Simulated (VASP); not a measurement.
# In3As (Pm-3m) in VASP: a series of runs

The runs below take In3As through single point, with PBEsol.

All numbers are computed with VASP 6.6.1; they aren't measurements. Logs are shortened: lines on timing, memory, paths and dates and some standing lists are left out, and cuts for length are marked.

### Step 1. The cell of the first run

It takes space group Pm-3m (No. 221, cubic). The conventional cell has a = 4.716 Å, b = 4.716 Å, c = 4.716 Å, α = 90.00°, β = 90.00°, γ = 90.00°. Within 4.4 Å of In (site symmetry 4/mmm) lie 8 In at 3.33 Å and 4 As at 3.33 Å. Within 4.4 Å of As (site symmetry m-3m) lie 12 In at 3.33 Å.

### Step 2. Single point, PBEsol (strained)

The input, INCAR:

```
  ALGO = Fast
  EDIFF = 1E-6
  ENCUT = 520
  GGA = PS
  ISIF = 2
  ISMEAR = 0
  LASPH = True
  LCHARG = False
  LREAL = False
  LWAVE = False
  NBANDS = 30
  NELM = 80
  PREC = Accurate
  SIGMA = 0.1
```

The input, KPOINTS:

```
k-points
0
Gamma
  10 10 10
```

The input, POSCAR:

```
In3As
1.0
    4.7156882350      0.0000000000      0.0000000000
    0.0000000000      4.7156882350      0.0000000000
    0.0000000000      0.0000000000      4.7156882350
In As
3 1
Direct
    0.0000000000      0.5000000000      0.5000000000
    0.5000000000      0.0000000000      0.5000000000
    0.5000000000      0.5000000000      0.0000000000
    0.0000000000      0.0000000000      0.0000000000
```

Potentials or basis: VASP PAW PBE potentials, release 64 (In_d, As).

Started as:

```
$ cat potpaw_PBE.64/In_d/POTCAR potpaw_PBE.64/As/POTCAR > POTCAR
$ mpirun -np 1 vasp_std > vasp.out
```

OUTCAR:

```text
EDIFF = 1E-6
   ENCUT = 520
   GGA = PS
   ISIF = 2
   ISMEAR = 0
   LASPH = True
   LREAL = False
   NELM = 80
   PREC = Accurate

 ion  position               nearest neighbor table
   1  0.000  0.500  0.500-   2 3.33   3 3.33   4 3.33   3 3.33   4 3.33   2 3.33   4 3.33   4 3.33
                             2 3.33   3 3.33   3 3.33   2 3.33
   2  0.500  0.000  0.500-   1 3.33   3 3.33   4 3.33   3 3.33   4 3.33   1 3.33   3 3.33   3 3.33
                             1 3.33   4 3.33   4 3.33   1 3.33
   3  0.500  0.500  0.000-   1 3.33   2 3.33   4 3.33   1 3.33   2 3.33   2 3.33   4 3.33   2 3.33
                             1 3.33   4 3.33   1 3.33   4 3.33
   4  0.000  0.000  0.000-   1 3.33   2 3.33   3 3.33   1 3.33   2 3.33   1 3.33   3 3.33   1 3.33
                             2 3.33   3 3.33   2 3.33   3 3.33

  LATTYP: Found a simple cubic cell.
 ALAT       =     4.7156882350

  Lattice vectors:

 A1 = (   4.7156882350,   0.0000000000,   0.0000000000)
 A2 = (   0.0000000000,   4.7156882350,   0.0000000000)
 A3 = (   0.0000000000,   0.0000000000,   4.7156882350)

Analysis of symmetry for initial positions (statically):
=====================================================================
 Subroutine PRICEL returns:
 Original cell was already a primitive cell.

 Routine SETGRP: Setting up the symmetry group for a
 simple cubic supercell.

 Subroutine GETGRP returns: Found 48 space group operations
 (whereof 48 operations were pure point group operations)
 out of a pool of 48 trial point group operations.

The static configuration has the point symmetry O_h .

Analysis of symmetry for dynamics (positions and initial velocities):
=====================================================================
 Subroutine PRICEL returns:
 Original cell was already a primitive cell.

 Routine SETGRP: Setting up the symmetry group for a
 simple cubic supercell.

 Subroutine GETGRP returns: Found 48 space group operations
 (whereof 48 operations were pure point group operations)
 out of a pool of 48 trial point group operations.

The dynamic configuration has the point symmetry O_h .

 Subroutine INISYM returns: Found 48 space group operations
 (whereof 48 operations are pure point group operations),
 and found     1 'primitive' translations

----------------------------------------------------------------------------------------

                                     Primitive cell

  volume of cell :     104.8661

  direct lattice vectors                    reciprocal lattice vectors
     4.715688235  0.000000000  0.000000000     0.212058124  0.000000000  0.000000000
     0.000000000  4.715688235  0.000000000     0.000000000  0.212058124  0.000000000
     0.000000000  0.000000000  4.715688235     0.000000000  0.000000000  0.212058124

  length of vectors
     4.715688235  4.715688235  4.715688235     0.212058124  0.212058124  0.212058124

  position of ions in fractional coordinates (direct lattice)
     0.000000000  0.500000000  0.500000000
     0.500000000  0.000000000  0.500000000
     0.500000000  0.500000000  0.000000000
     0.000000000  0.000000000  0.000000000

  ion indices of the primitive-cell ions
   primitive index   ion index
                 1           1
                 2           2
                 3           3
                 4           4

----------------------------------------------------------------------------------------

 KPOINTS: k-points

Automatic generation of k-mesh.
 Grid dimensions read from file:
 generate k-points for:   10   10   10

 Generating k-lattice:

  Cartesian coordinates                     Fractional coordinates (reciprocal lattice)
     0.021205812  0.000000000  0.000000000     0.100000000  0.000000000  0.000000000
     0.000000000  0.021205812  0.000000000     0.000000000  0.100000000  0.000000000
     0.000000000  0.000000000  0.021205812     0.000000000  0.000000000  0.100000000

  Length of vectors
     0.021205812  0.021205812  0.021205812

  Shift w.r.t. Gamma in fractional coordinates (k-lattice)
     0.000000000  0.000000000  0.000000000

 Subroutine IBZKPT returns following result:
 ===========================================

 Found     56 irreducible k-points:

 Following reciprocal coordinates:
            Coordinates               Weight
  0.000000  0.000000  0.000000      1.000000
  0.100000  0.000000  0.000000      6.000000
  0.200000  0.000000  0.000000      6.000000
  0.300000  0.000000  0.000000      6.000000
  0.400000  0.000000  0.000000      6.000000
  0.500000  0.000000  0.000000      3.000000
[... 16 lines left out ...]
  0.200000  0.100000  0.100000     24.000000
  0.300000  0.100000  0.100000     24.000000
 [... further k-points ...]
   k-points           NKPTS =     56   k-points in BZ     NKDIM =     56   number of bands    NBANDS=     30
   number of dos      NEDOS =    301   number of ions     NIONS =      4
   total plane-waves  NPLWV =  46656
   dimension x,y,z NGX =    36 NGY =   36 NGZ =   36
   dimension x,y,z NGXF=    72 NGYF=   72 NGZF=   72
   ions per type =               3   1
   NGX,Y,Z   is equivalent  to a cutoff of  12.69, 12.69, 12.69 a.u.
   NGXF,Y,Z  is equivalent  to a cutoff of  25.38, 25.38, 25.38 a.u.
 SYSTEM =  unknown system
   PREC   = accura    normal or accurate (medium, high low for compatibility)
   ISTART =      0    job   : 0-new  1-cont  2-samecut
   ICHARG =      2    charge: 1-file 2-atom 10-const
   ISPIN  =      1    spin polarized calculation?
   LNONCOLLINEAR =      F non collinear calculations
   LSORBIT =      F    spin-orbit coupling
   LASPH  =      T    aspherical Exc in radial PAW
   ENCUT  =  520.0 eV  38.22 Ry    6.18 a.u.   8.77  8.77  8.77*2*pi/ulx,y,z
   NELM   =     80;   NELMIN=  2; NELMDL= -5     # of ELM steps
   EDIFF  = 0.1E-05   stopping-criterion for ELM
   LREAL  =      F    real-space projection
   EDIFFG = 0.1E-04   stopping-criterion for IOM
   NSW    =      0    number of steps for IOM
   IBRION =     -1    ionic relax: 0-MD 1-quasi-New 2-CG
   NFREE  =      0    steps in history (QN), initial steepest desc. (CG)
   ISIF   =      2    stress and relaxation
   ISYM   =      2    0-nonsym 1-usesym 2-fastsym
   POTIM  = 0.5000    time-step for ionic-motion
   TEBEG  =    0.0;   TEEND  =   0.0 temperature during run
   PSTRESS=    0.0 pullay stress
   NELECT =      44.0000    total number of electrons
   NUPDOWN=      -1.0000    fix difference up-down
   EMIN   =  10.00;   EMAX   =-10.00  energy-range for DOS
   EFERMI =   0.00;   METHOD = LEGACY
   ISMEAR =     0;   SIGMA  =   0.10  broadening in eV -4-tet -1-fermi 0-gaus
   EFERMI_NEDOS =   21; number of points for ismear=-14 and -15
   IALGO  =     68    algorithm
   IMIX   =      4    mixing-type and parameters
     AMIX     =   0.40;   BMIX     =  1.00
     AMIX_MAG =   1.60;   BMIX_MAG =  1.00
  volume/ion in A,a.u.               =      26.22       176.92
  Fermi-wavevector in a.u.,A,eV,Ry     =   1.225596  2.316040 20.437112  1.502085
  Thomas-Fermi vector in A             =   2.360628
   LORBIT       =      0    0 simple, 1 ext, 2 COOP (PROOUT), +10 PAW based schemes
   GGA     = PS    functional components
   LHFCALC =     F    Hartree Fock is set to
   AEXX    =    0.0000 exact exchange contribution
   IVDW    =     0    specifies the selected vdW correction
   LEPSILON=     F    determine dielectric tensor
   LRPA    =     F    only Hartree local field effects (RPA)
 non-spin polarized calculation
 RMM-DIIS sequential band-by-band and
 Gauss-broadening in eV      SIGMA  =   0.10
  energy-cutoff  :      520.00
  volume of cell :      104.87
 maximum number of plane-waves:      2872
 NGX is ok and might be reduce to    36
   NGX = 17   NGY = 17   NGZ = 17

 number of electron      44.0000026 magnetization

 Free energy of the ion-electron system (eV)
  ---------------------------------------------------
  ext. energy  EPLUGINS =         0.00000000
  ---------------------------------------------------
  free energy    TOTEN  =       -13.64661019 eV

  energy without entropy =      -13.63302485  energy(sigma->0) =      -13.63981752

 E-fermi :   6.1316     XC(G=0): -10.1598

 val. band max:        6.1254813810   @ k =   0.4000   0.2000   0.2000
 cond. band min:       6.1569100061   @ k =   0.5000   0.0000   0.0000
 fundamental gap:      0.0314286251
 Fermi energy:         6.1315540335

 k-point     1 :       0.0000    0.0000    0.0000
  band No.  band energies     occupation
      1      -8.3873      2.00000
      2      -8.3780      2.00000
      3      -8.3780      2.00000
      4      -8.3780      2.00000
      5      -8.2152      2.00000
      6      -8.2152      2.00000
[... 22 lines left out ...]
     29      12.0508      0.00000
     30      13.3722      0.00000

 k-point     2 :       0.1000    0.0000    0.0000
  band No.  band energies     occupation
      1      -8.3781      2.00000
      2      -8.3762      2.00000
      3      -8.3676      2.00000
      4      -8.3676      2.00000
      5      -8.2138      2.00000
      6      -8.2082      2.00000
[... 22 lines left out ...]
     29      12.3536      0.00000
     30      13.4343      0.00000

 k-point     3 :       0.2000    0.0000    0.0000
  band No.  band energies     occupation
      1      -8.3713      2.00000
      2      -8.3522      2.00000
      3      -8.3372      2.00000
      4      -8.3372      2.00000
      5      -8.2100      2.00000
      6      -8.1882      2.00000
[... 22 lines left out ...]
     29      12.9470      0.00000
     30      13.5514      0.00000

 k-point     4 :       0.3000    0.0000    0.0000
  band No.  band energies     occupation
      1      -8.3649      2.00000
      2      -8.3147      2.00000
      3      -8.2892      2.00000
      4      -8.2892      2.00000
      5      -8.2045      2.00000
      6      -8.1588      2.00000
[... 22 lines left out ...]
     29      13.2836      0.00000
     30      13.4906      0.00000

 k-point     5 :       0.4000    0.0000    0.0000
  band No.  band energies     occupation
      1      -8.3597      2.00000
      2      -8.2762      2.00000
      3      -8.2286      2.00000
      4      -8.2286      2.00000
      5      -8.1971      2.00000
      6      -8.1276      2.00000
[... 22 lines left out ...]
     29      12.2551      0.00000
     30      12.7187      0.00000
[... 526 lines left out ...]
     29      11.9039      0.00000
     30      13.9283      0.00000

 k-point    22 :       0.1000    0.1000    0.1000
  band No.  band energies     occupation
      1      -8.3707      2.00000
      2      -8.3533      2.00000
      3      -8.3533      2.00000
      4      -8.3528      2.00000
      5      -8.2022      2.00000
      6      -8.2022      2.00000
[... 22 lines left out ...]
     29      12.6248      0.00000
     30      13.5312      0.00000

 k-point    23 :       0.2000    0.1000    0.1000
  band No.  band energies     occupation
      1      -8.3597      2.00000
      2      -8.3401      2.00000
      3      -8.3269      2.00000
      4      -8.3195      2.00000
      5      -8.1984      2.00000
      6      -8.1813      2.00000
[... 22 lines left out ...]
     29      12.4466      0.00000
     30      13.1360      0.00000

 k-point    24 :       0.3000    0.1000    0.1000
  band No.  band energies     occupation
      1      -8.3497      2.00000
      2      -8.3103      2.00000
      3      -8.2849      2.00000
      4      -8.2736      2.00000
      5      -8.1936      2.00000
      6      -8.1512      2.00000
[... 22 lines left out ...]
     29      11.5329      0.00000
     30      13.6620      0.00000

 [... further k-points ...]

------------------------ aborting loop because EDIFF is reached ----------------------------------------

  FORCE on cell =-STRESS in cart. coord.  units (eV):
  Direction    XX          YY          ZZ          XY          YZ          ZX
  --------------------------------------------------------------------------------------
  -------------------------------------------------------------------------------------
  Total       -2.4125753     -2.4125753     -2.4125753      0.0000000      0.0000000     -0.0000000
  in kB      -36.8600737    -36.8600737    -36.8600737      0.0000000      0.0000000     -0.0000000
  external PRESSURE =     -36.8600737 kB  Pullay stress =       0.0000000 kB

 VOLUME and BASIS-vectors are now :
 -----------------------------------------------------------------------------
  energy-cutoff  :      520.00
  volume of cell :      104.87
      direct lattice vectors                 reciprocal lattice vectors
     4.715688235  0.000000000  0.000000000     0.212058124  0.000000000  0.000000000
     0.000000000  4.715688235  0.000000000     0.000000000  0.212058124  0.000000000
     0.000000000  0.000000000  4.715688235     0.000000000  0.000000000  0.212058124

 POSITION                                       TOTAL-FORCE (eV/Angst)
 -----------------------------------------------------------------------------------
      0.00000      2.35784      2.35784         0.000000      0.000000      0.000000
      2.35784      0.00000      2.35784         0.000000      0.000000      0.000000
      2.35784      2.35784      0.00000         0.000000      0.000000      0.000000
      0.00000      0.00000      0.00000         0.000000      0.000000      0.000000
 -----------------------------------------------------------------------------------
    total drift:                                0.000000      0.000000      0.000000

  FREE ENERGIE OF THE ION-ELECTRON SYSTEM (eV)
  ---------------------------------------------------
  free  energy   TOTEN  =       -13.6466101873 eV

  energy  without entropy=      -13.6330248451  energy(sigma->0) =      -13.63981752
```

It took 88 s on 1 thread of Intel Xeon Platinum 8488C (Sapphire Rapids), shared host; peak memory 0.3 GiB.

Results:

| Item | Value |
| --- | --- |
| Free energy | -13.6466 eV |
| Pressure | -3.7 GPa |
| Band gap on the k mesh | zero (bands 22 and 23 overlap by 3.66 eV) |

Caveat: the cell differs from its parent crystal (strained); the cell stands under tension; the PAW data sets were made with another functional, which shifts forces and pressure a little; spin-orbit coupling is left out, which moves the levels of the heavy elements.

(Part 1 of 2 ends here.)
